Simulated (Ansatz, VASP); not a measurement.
Two plane-wave programs on AlNi

```
CELL_PARAMETERS angstrom
0.00000 -2.86217 0.00000
0.00000 0.00000 -2.86217
9.08650 0.00000 0.00000
ATOMIC_POSITIONS crystal
Al 0.00000 0.00000 0.23623
Al 0.00000 0.00000 0.55122
Al 0.00000 0.00000 0.86621
Ni 0.50000 0.50000 0.07873
Ni 0.50000 0.50000 0.39372
Ni 0.50000 0.50000 0.70871
```

Alike in both runs: task single point; functional PBEsol; k mesh 20 × 20 × 7; occupations gaussian, width 0.15 eV; no spin polarisation.

```csv
,VASP,Ansatz
version,VASP 6.6.1,Ansatz 0.2.0
potentials or method,"VASP PAW PBE potentials, release 64 (Al, Ni), cutoff 520 eV","scalar-relativistic, plane waves, PAW"
valence electrons in the cell,39,63
```

Ansatz gave:

```
gap on the k mesh at the Fermi level (eV)                     : none
pressure (GPa)                                                : -6.0
traceless stress, the component that is largest in VASP (GPa) : -1.80
rms of the force components (eV/Å)                            : 0.393
```

Q: Which values does VASP return?

A: gap on the k mesh at the Fermi level (eV): none; pressure (GPa): -5.8; traceless stress, the component that is largest in VASP (GPa): -1.85; rms of the force components (eV/Å): 0.393.

VASP's potentials were made for PBE, not for PBEsol. Atom by atom the forces differ by 0.003 eV/Å (rms over components). A gap of «none» marks a metal or a gap that the smearing closes. The functional is the same, so the differences come from potentials, cutoffs and numerics. VASP's potentials hold 39 valence electrons a cell and Ansatz's 63, so a difference there can come from the potentials and not from the codes.
